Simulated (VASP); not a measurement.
MgO:

```
Mg O
1.0
     2.93802    0.00000    0.00000
    -1.46901    2.54440    0.00000
     0.00000    0.00000    2.67968
Mg O
1 1
Cartesian
  0.0000 0.0000 0.0000
  0.0000 1.6963 1.3398
```

* Program: VASP 6.6.1
* Task: relaxation of cell and atoms
* Functional: r2SCAN
* Dispersion: D4
* Potentials or basis: VASP PAW PBE potentials, release 64 (Mg, O)
* Cutoff: 660 eV
* k mesh: 10 × 10 × 10
* Occupations: fermi-dirac, width 0.05 eV
* Spin: no spin polarisation

At the start: pressure -7.5 GPa; volume 10.02 Å³/atom.

Question: How do energy, volume and symmetry change on relaxing?

Answer: Over 5 steps the energy falls by 12.4 meV/atom and the volume is 9.51 Å³/atom (-5.1 %); space group P-6m2 (No. 187, to 0.1 Å) before and after.

The path:
| step | energy change (eV) | largest force (eV/Å) | pressure (GPa) | volume (Å³) |
| --- | --- | --- | --- | --- |
| 1 | 0.0000 | 0.0000 | -7.50 | 20.03 |
| 2 | -0.0213 | 0.0000 | 2.93 | 18.70 |
| 3 | -0.0245 | 0.0000 | -0.06 | 19.04 |
| 4 | -0.0247 | 0.0000 | 0.07 | 19.00 |
| 5 | -0.0248 | 0.0000 | 0.02 | 19.02 |

Final structure:
```yaml
crystal:
  lattice:
    - [2.88615, 0.00000, 0.00000]
    - [-1.44307, 2.49948, 0.00000]
    - [0.00000, 0.00000, 2.63596]
  atoms:
    - { symbol: Mg, position: [0.00000, 0.00000, 0.00000] }
    - { symbol: O, position: [0.33333, 0.66667, 0.50000] }
```

Caveat: the PAW data sets were made with another functional, which shifts forces and pressure a little.
